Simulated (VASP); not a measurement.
Ag, 1 atom in the cell. The structure is cubic, space group Fm-3m (No. 225). The conventional cell has a = 3.996 Å, b = 3.996 Å, c = 3.996 Å, α = 90.00°, β = 90.00°, γ = 90.00°. Ag (site symmetry m-3m) has 12 Ag at 2.83 Å within 3.7 Å. 

| Quantity | Value |
| --- | --- |
| Program | VASP 6.6.1 |
| Task | single point |
| Functional | PBEsol |
| Dispersion | D3(BJ) |
| Potentials or basis | VASP PAW PBE potentials, release 64 (Ag) |
| Cutoff | 500 eV |
| k mesh | 18 × 18 × 18 |
| Occupations | gaussian, width 0.1 eV |
| Spin | no spin polarisation |
| Dipole correction | no |
| Further INCAR settings | ALGO = Normal; EDIFF = 1e-06; NBANDS = 12 |

Potentials or basis: VASP PAW PBE potentials, release 64 (Ag).

Launch:

```console
$ cat potpaw_PBE.64/Ag/POTCAR > POTCAR
$ mpirun -np 1 vasp_std > vasp.out
```

Hardware: 1 thread of Intel Xeon 8259CL, on a shared host.

**Question.** How long does it take, and how much memory?

**Answer.** It took 42 s on 1 thread of Intel Xeon 8259CL, with other jobs on the host, peak memory 0.17 GiB. Counts: scf iterations 11, k points 195.
